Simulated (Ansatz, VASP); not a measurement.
# Two plane-wave programs on Cd

File INCAR:

```
PREC = Accurate
ENCUT = 520
EDIFF = 1E-6
ISMEAR = 0
SIGMA = 0.1
LREAL = False
LASPH = True
NELM = 60
ALGO = Normal
ISIF = 2
LWAVE = False
LCHARG = False
LDIPOL = True
IDIPOL = 3
DIPOL = 0.5 0.5 0.500
GGA = PE
NBANDS = 19
```

File KPOINTS:

```
Automatic mesh
0
Gamma
  6 6 1
```

Contents of POSCAR:

```
Cd
1.0
    3.3649750000      0.0000000000      0.0000000000
    0.0000000000      3.3649750000      0.0000000000
    0.0000000000      0.0000000000     17.0000000000
Cd
2
Direct
    0.5000000000      0.5000000000      0.4216138600
    0.5000000000      0.5000000000      0.5783861400
```

Input for Ansatz:

```yaml
crystal:
  lattice:
    - [3.364975, 0.0, 0.0]
    - [0.0, 3.364975, 0.0]
    - [0.0, 0.0, 17.0]
  atoms:
    - { symbol: Cd, position: [0.5, 0.5, 0.42161386] }
    - { symbol: Cd, position: [0.5, 0.5, 0.57838614] }
  periodic: [true, true, false]
basis:
  ecutwfc: 420
kpoints:
  mp_grid: { grid: [6, 6, 1] }
hamiltonian:
  xc: pbe
scf:
  occupations: { method: gaussian, width: 0.1 }
  lower_state_search: "off"
output:
  forces: true
  stress: true
  eigenvalues: true
```

Alike in both runs: task single point; functional PBE; k mesh 6 × 6 × 1; occupations gaussian, width 0.1 eV; no spin polarisation.

```csv
,VASP,Ansatz
version,VASP 6.6.1,Ansatz 0.2.0
potentials or method,"VASP PAW PBE potentials, release 64 (Cd), cutoff 520 eV","scalar-relativistic, plane waves, PAW"
valence electrons in the cell,24,40
```

```tsv
	VASP	Ansatz	Ansatz less VASP
gap on the k mesh at the Fermi level (eV)	none	none	-
rms of the force components (eV/Å)	0.613	0.588	-0.0251
```

Atom by atom the forces differ by 0.025 eV/Å (rms over components). A gap of «none» marks a metal or a gap that the smearing closes. With one functional, cell and mesh, what is left measures potentials, basis and numerics. VASP's potentials hold 24 valence electrons a cell and Ansatz's 40, so a difference there can come from the potentials and not from the codes. Ansatz's warnings: slab cell height set.
